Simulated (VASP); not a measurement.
A run of VASP 6.6.1:

File INCAR:

```
PREC = Accurate ; ENCUT = 600
EDIFF = 1E-6 ; ISMEAR = 0
SIGMA = 0.2 ; LREAL = False
LASPH = True ; NELM = 200
ALGO = Normal ; ISIF = 2
LWAVE = False ; LCHARG = False
GGA = PE ; NBANDS = 24
GGA_COMPAT = False ; LMAXMIX = 6
```

The input KPOINTS:

```
regular mesh
0
Gamma
  4 4 6
```

POSCAR

```
Ho3N
1.0
    5.5600198918      0.0000000000      0.0000000000
    0.0000000000      5.5600198918      0.0000000000
    0.0000000000      0.0000000000      3.0859782461
Ho N
3 1
Direct
    0.0000000000      0.5000000000      0.5000000000
    0.5000000000      0.0000000000      0.5000000000
    0.0000000000      0.0000000000      0.5000000000
    0.5000000000      0.5000000000      0.0000000000
```

Potentials or basis: VASP PAW PBE potentials, release 64 (Ho_3, N), 4f in core.

The run is started by

```sh
$ cat potpaw_PBE.64/Ho_3/POTCAR potpaw_PBE.64/N/POTCAR > POTCAR
$ mpirun -np 1 vasp_std > vasp.out
```

Hardware: 1 thread of Intel(R) Xeon(R) 6975P-C (Granite Rapids), on a shared host.

**Question.** How long does it take, and how much memory?

**Answer.** Wall time 38 s on 1 thread of Intel(R) Xeon(R) 6975P-C (Granite Rapids), on a shared host, peak memory 0.27 GiB. Counts: scf iterations 14, k points 24.
